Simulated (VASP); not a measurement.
# MoS2 (P6_3/mmc) in VASP: relaxation of cell and atoms with PBE+D3(BJ)

Aim: the relaxation of cell and atoms of MoS2 with PBE+D3(BJ).

All numbers are computed with VASP 6.6.1; they aren't measurements. Logs are shortened: lines on timing, memory, paths and dates and some standing lists are left out, and cuts for length are marked.

### Step 1. The cell of the first run

It takes space group P6_3/mmc (No. 194, hexagonal). The conventional cell has a = 3.169 Å, b = 3.169 Å, c = 12.324 Å, α = 90.00°, β = 90.00°, γ = 120.00°. Within 3.2 Å of Mo (site symmetry -6m2) lie 6 S at 2.41 Å and 6 Mo at 3.17 Å. Within 3.2 Å of S (site symmetry 3m) lie 3 Mo at 2.41 Å and 7 S at 3.13 to 3.17 Å.

### Step 2. Relaxation of cell and atoms, PBE+D3(BJ)

INCAR

```
PREC = Accurate ; ENCUT = 600
EDIFF = 1E-6 ; ISMEAR = 0
SIGMA = 0.02 ; LREAL = False
LASPH = True ; NELM = 100
ALGO = Normal ; ISIF = 3
LWAVE = False ; LCHARG = False
GGA = PE ; IVDW = 12
IBRION = 2 ; NSW = 100
EDIFFG = -0.002
```

KPOINTS

```
Automatic mesh
0
Gamma
  15 15 4
```

POSCAR

```
MoS2
1.0
    3.1690000000      0.0000000000      0.0000000000
   -1.5845000000      2.7444345046      0.0000000000
    0.0000000000      0.0000000000     12.3240000000
Mo S
2 4
Direct
    0.3333333333      0.6666666667      0.2500000000
    0.6666666667      0.3333333333      0.7500000000
    0.3333333333      0.6666666667      0.6230000000
    0.6666666667      0.3333333333      0.1230000000
    0.3333333333      0.6666666667      0.8770000000
    0.6666666667      0.3333333333      0.3770000000
```

Potentials or basis: VASP PAW PBE potentials, release 64 (Mo_sv, S).

Command:

```bash
cat potpaw_PBE.64/Mo_sv/POTCAR potpaw_PBE.64/S/POTCAR > POTCAR
mpirun -np 1 vasp_std > vasp.out
```

OUTCAR:

```text
PREC = Accurate
   ENCUT = 600
   EDIFF = 1E-6
   ISMEAR = 0
   LREAL = False
   LASPH = True
   NELM = 100
   ISIF = 3
   GGA = PE
   IVDW = 12
   IBRION = 2
   NSW = 100
   EDIFFG = -0.002
 IVDW          = 12

 ion  position               nearest neighbor table
   1  0.333  0.667  0.250-   4 2.41   6 2.41   4 2.41   6 2.41   4 2.41   6 2.41
   2  0.667  0.333  0.750-   3 2.41   5 2.41   3 2.41   5 2.41   3 2.41   5 2.41
   3  0.333  0.667  0.623-   2 2.41   2 2.41   2 2.41
   4  0.667  0.333  0.123-   1 2.41   1 2.41   1 2.41
   5  0.333  0.667  0.877-   2 2.41   2 2.41   2 2.41
   6  0.667  0.333  0.377-   1 2.41   1 2.41   1 2.41

  LATTYP: Found a hexagonal cell.
 ALAT       =     3.1690000000
 C/A-ratio  =     3.8889239508

  Lattice vectors:

 A1 = (   3.1690000000,   0.0000000000,   0.0000000000)
 A2 = (  -1.5845000000,   2.7444345046,   0.0000000000)
 A3 = (   0.0000000000,   0.0000000000,  12.3240000000)

Analysis of symmetry for initial positions (statically):
=====================================================================
 Subroutine PRICEL returns:
 Original cell was already a primitive cell.

 Routine SETGRP: Setting up the symmetry group for a
 hexagonal supercell.

 Subroutine GETGRP returns: Found 24 space group operations
 (whereof 12 operations were pure point group operations)
 out of a pool of 24 trial point group operations.

The static configuration has the point symmetry D_3d.
 The point group associated with its full space group is D_6h.

Analysis of symmetry for dynamics (positions and initial velocities):
=====================================================================
 Subroutine PRICEL returns:
 Original cell was already a primitive cell.

 Routine SETGRP: Setting up the symmetry group for a
 hexagonal supercell.

 Subroutine GETGRP returns: Found 24 space group operations
 (whereof 12 operations were pure point group operations)
 out of a pool of 24 trial point group operations.

The dynamic configuration has the point symmetry D_3d.
 The point group associated with its full space group is D_6h.

 Subroutine INISYM returns: Found 24 space group operations
 (whereof 12 operations are pure point group operations),
 and found     1 'primitive' translations

----------------------------------------------------------------------------------------

                                     Primitive cell

  volume of cell :     107.1832

  direct lattice vectors                    reciprocal lattice vectors
     3.169000000  0.000000000  0.000000000     0.315556958  0.182186895  0.000000000
    -1.584500000  2.744434505  0.000000000     0.000000000  0.364373789  0.000000000
     0.000000000  0.000000000 12.324000000     0.000000000  0.000000000  0.081142486

  length of vectors
     3.169000000  3.169000000 12.324000000     0.364373789  0.364373789  0.081142486

  position of ions in fractional coordinates (direct lattice)
     0.333333333  0.666666667  0.250000000
     0.666666667  0.333333333  0.750000000
     0.333333333  0.666666667  0.623000000
     0.666666667  0.333333333  0.123000000
     0.333333333  0.666666667  0.877000000
     0.666666667  0.333333333  0.377000000

  ion indices of the primitive-cell ions
   primitive index   ion index
                 1           1
                 2           2
                 3           3
                 4           4
                 5           5
                 6           6

----------------------------------------------------------------------------------------

 KPOINTS: Automatic mesh

Automatic generation of k-mesh.
 Grid dimensions read from file:
 generate k-points for:   15   15    4

 Generating k-lattice:

  Cartesian coordinates                     Fractional coordinates (reciprocal lattice)
     0.021037131  0.012145793  0.000000000     0.066666667  0.000000000  0.000000000
     0.000000000  0.024291586  0.000000000     0.000000000  0.066666667  0.000000000
     0.000000000  0.000000000  0.020285622     0.000000000  0.000000000  0.250000000

  Length of vectors
     0.024291586  0.024291586  0.020285622

  Shift w.r.t. Gamma in fractional coordinates (k-lattice)
     0.000000000  0.000000000  0.000000000

 Subroutine IBZKPT returns following result:
 ===========================================

 Found     81 irreducible k-points:

 Following reciprocal coordinates:
            Coordinates               Weight
  0.000000  0.000000  0.000000      1.000000
  0.066667  0.000000  0.000000      6.000000
  0.133333 -0.000000  0.000000      6.000000
  0.200000  0.000000  0.000000      6.000000
  0.266667 -0.000000  0.000000      6.000000
  0.333333  0.000000  0.000000      6.000000
[... 16 lines left out ...]
  0.333333  0.200000  0.000000     12.000000
  0.400000  0.200000  0.000000      6.000000
 [... further k-points ...]
   k-points           NKPTS =     81   k-points in BZ     NKDIM =     81   number of bands    NBANDS=     31
   number of dos      NEDOS =    301   number of ions     NIONS =      6
   total plane-waves  NPLWV =  76832
   dimension x,y,z NGX =    28 NGY =   28 NGZ =   98
   dimension x,y,z NGXF=    56 NGYF=   56 NGZF=  196
   ions per type =               2   4
   NGX,Y,Z   is equivalent  to a cutoff of  14.69, 14.69, 13.22 a.u.
   NGXF,Y,Z  is equivalent  to a cutoff of  29.38, 29.38, 26.44 a.u.
 SYSTEM =  unknown system
   PREC   = accura    normal or accurate (medium, high low for compatibility)
   ISTART =      0    job   : 0-new  1-cont  2-samecut
   ICHARG =      2    charge: 1-file 2-atom 10-const
   ISPIN  =      1    spin polarized calculation?
   LNONCOLLINEAR =      F non collinear calculations
   LSORBIT =      F    spin-orbit coupling
   LASPH  =      T    aspherical Exc in radial PAW
   ENCUT  =  600.0 eV  44.10 Ry    6.64 a.u.   6.33  6.33 24.61*2*pi/ulx,y,z
   NELM   =    100;   NELMIN=  2; NELMDL= -5     # of ELM steps
   EDIFF  = 0.1E-05   stopping-criterion for ELM
   LREAL  =      F    real-space projection
   EDIFFG = -.2E-02   stopping-criterion for IOM
   NSW    =    100    number of steps for IOM
   IBRION =      2    ionic relax: 0-MD 1-quasi-New 2-CG
   NFREE  =      1    steps in history (QN), initial steepest desc. (CG)
   ISIF   =      3    stress and relaxation
   ISYM   =      2    0-nonsym 1-usesym 2-fastsym
   POTIM  = 0.5000    time-step for ionic-motion
   TEBEG  =    0.0;   TEEND  =   0.0 temperature during run
   PSTRESS=    0.0 pullay stress
   NELECT =      52.0000    total number of electrons
   NUPDOWN=      -1.0000    fix difference up-down
   EMIN   =  10.00;   EMAX   =-10.00  energy-range for DOS
   EFERMI =   0.00;   METHOD = LEGACY
   ISMEAR =     0;   SIGMA  =   0.02  broadening in eV -4-tet -1-fermi 0-gaus
   EFERMI_NEDOS =   21; number of points for ismear=-14 and -15
   IALGO  =     38    algorithm
   IMIX   =      4    mixing-type and parameters
     AMIX     =   0.40;   BMIX     =  1.00
     AMIX_MAG =   1.60;   BMIX_MAG =  1.00
  volume/ion in A,a.u.               =      17.86       120.55
  Fermi-wavevector in a.u.,A,eV,Ry     =   1.286373  2.430893 22.514325  1.654756
  Thomas-Fermi vector in A             =   2.418452
   LORBIT       =      0    0 simple, 1 ext, 2 COOP (PROOUT), +10 PAW based schemes
   GGA     = PE    functional components
   LHFCALC =     F    Hartree Fock is set to
   AEXX    =    0.0000 exact exchange contribution
   IVDW    =    12    specifies the selected vdW correction
   LEPSILON=     F    determine dielectric tensor
   LRPA    =     F    only Hartree local field effects (RPA)
 conjugate gradient relaxation of ions
 non-spin polarized calculation
 Gauss-broadening in eV      SIGMA  =   0.02
  energy-cutoff  :      600.00
  volume of cell :      107.18
 maximum number of plane-waves:      3614
 NGX is ok and might be reduce to    28
   NGX = 13   NGY = 13   NGZ = 49

--------------------------------------- Ionic step        1  -------------------------------------------

 number of electron      52.0000000 magnetization

 Free energy of the ion-electron system (eV)
  ---------------------------------------------------
  ext. energy  EPLUGINS =         0.00000000
  ---------------------------------------------------
  free energy    TOTEN  =       -43.61558186 eV

  energy without entropy =      -43.61558186  energy(sigma->0) =      -43.61558186

------------------------ aborting loop because EDIFF is reached ----------------------------------------

 Edisp (eV)   -2.54058

 E8    (eV) :    -1.0246

  FORCE on cell =-STRESS in cart. coord.  units (eV):
  Direction    XX          YY          ZZ          XY          YZ          ZX
  --------------------------------------------------------------------------------------
  -------------------------------------------------------------------------------------
  Total      -1.45352    -1.45352    -1.20649     0.00000     0.00000     0.00000
  in kB     -21.72723   -21.72723   -18.03464     0.00000     0.00000     0.00000
  external pressure =      -20.50 kB  Pullay stress =        0.00 kB
[... 109 lines left out ...]
  FREE ENERGIE OF THE ION-ELECTRON SYSTEM (eV)
  ---------------------------------------------------
  free  energy   TOTEN  =       -46.1650139638 eV

  energy  without entropy=      -46.1650139638  energy(sigma->0) =      -46.16501396

[... ionic steps 4 to 12 ...]

--------------------------------------- Ionic step       13  -------------------------------------------

 number of electron      51.9999994 magnetization

------------------------ aborting loop because EDIFF is reached ----------------------------------------

 Edisp (eV)   -2.62766

 E8    (eV) :    -1.0595
[... 77 lines left out ...]
  energy  without entropy=      -46.1730825738  energy(sigma->0) =      -46.17308257

--------------------------------------- Ionic step       15  -------------------------------------------

 number of electron      51.9999994 magnetization

 Free energy of the ion-electron system (eV)
  ---------------------------------------------------
  ext. energy  EPLUGINS =         0.00000000
  ---------------------------------------------------
  free energy    TOTEN  =       -43.54480780 eV

  energy without entropy =      -43.54480780  energy(sigma->0) =      -43.54480780

 E-fermi :   8.1167     XC(G=0): -11.0212

 val. band max:        7.9661618291   @ k =   0.0000   0.0000   0.0000
 cond. band min:       8.7929546510   @ k =   0.2000   0.1333   0.0000
 fundamental gap:      0.8267928219
 Fermi energy:         8.1167355916

 k-point     1 :       0.0000    0.0000    0.0000
  band No.  band energies     occupation
      1     -53.5750      2.00000
      2     -53.5750      2.00000
      3     -27.7402      2.00000
      4     -27.7400      2.00000
      5     -27.4980      2.00000
      6     -27.4980      2.00000
[... 805 lines left out ...]
     30      10.4349      0.00000
     31      10.5293      0.00000

 [... further k-points ...]

------------------------ aborting loop because EDIFF is reached ----------------------------------------

 Edisp (eV)   -2.62830

 E8    (eV) :    -1.0598

  FORCE on cell =-STRESS in cart. coord.  units (eV):
  Direction    XX          YY          ZZ          XY          YZ          ZX
  --------------------------------------------------------------------------------------
  -------------------------------------------------------------------------------------
  Total      -0.00150    -0.00150     0.00386    -0.00000    -0.00000     0.00000
  in kB      -0.02319    -0.02319     0.05967    -0.00000    -0.00000     0.00000
  external pressure =        0.00 kB  Pullay stress =        0.00 kB
[... 21 lines left out ...]
  FREE ENERGIE OF THE ION-ELECTRON SYSTEM (eV)
  ---------------------------------------------------
  free  energy   TOTEN  =       -46.1731094010 eV

  energy  without entropy=      -46.1731094010  energy(sigma->0) =      -46.17310940

 reached required accuracy - stopping structural energy minimisation
```

It took 63 min on 1 thread of Oxide Virtual Turin-like, shared host; peak memory 0.43 GiB.

What came out:

```yaml
Free_energy: -46.1731 eV
Relaxed_volume: 17.29 Å³/atom
Relaxed_cell: a = 3.149 Å, b = 3.149 Å, c = 12.081 Å, α = 90.00°, β = 90.00°, γ = 120.00°
Space_group_after_relaxing_to_0.1_Å: P6_3/mmc (No. 194)
Energy_gained_by_relaxing: 2.8 meV/atom
Ionic_steps: 15
Pressure_after_relaxing: 0.0 GPa
Band_gap_on_the_k_mesh: 0.83 eV (least direct gap 1.71 eV)
Dispersion_energy_per_atom: -0.438 eV
```

Step by step:
```tsv
step	energy change (eV)	largest force (eV/Å)	pressure (GPa)	volume (Å³)
1	0.0000	0.0754	-2.05	107.18
2	0.0163	0.5249	3.51	103.68
3	-0.0089	0.1428	-0.08	105.85
4	-0.0114	0.0589	-0.05	105.43
5	-0.0115	0.0381	-0.05	105.33
6	-0.0130	0.0333	-0.05	105.09
7	-0.0161	0.0179	-0.06	104.39
8	-0.0152	0.0146	0.05	102.99
9	-0.0169	0.0091	0.00	103.84
10	-0.0169	0.0082	-0.01	103.80
11	-0.0169	0.0074	0.00	103.77
12	-0.0169	0.0208	-0.07	103.70
13	-0.0169	0.0025	-0.03	103.75
14	-0.0169	0.0079	0.11	103.64
15	-0.0169	0.0001	0.00	103.72
```

Final structure:
```yaml
crystal:
  lattice:
    - [3.14865, 0.00000, 0.00000]
    - [-1.57433, 2.72681, 0.00000]
    - [0.00000, 0.00000, 12.08083]
  atoms:
    - { symbol: Mo, position: [0.33333, 0.66667, 0.25000] }
    - { symbol: Mo, position: [0.66667, 0.33333, 0.75000] }
    - { symbol: S, position: [0.33333, 0.66667, 0.62044] }
    - { symbol: S, position: [0.66667, 0.33333, 0.12044] }
    - { symbol: S, position: [0.33333, 0.66667, 0.87956] }
    - { symbol: S, position: [0.66667, 0.33333, 0.37956] }
```

Levels at points of the mesh, in eV from the valence-band top:
```csv
k point,band 23,band 24,band 25,band 26,band 27,band 28,band 29,band 30
"(0.00, 0.00, 0.00)",-2.15,-1.28,-1.11,0.00,2.09,2.09,2.13,2.13
"(0.00, 0.00, 0.50)",-2.18,-2.18,-0.27,-0.27,2.09,2.09,2.09,2.09
```

A k mesh can miss the band edges. PBE gaps usually lie below the measured ones, often by a third to a half.
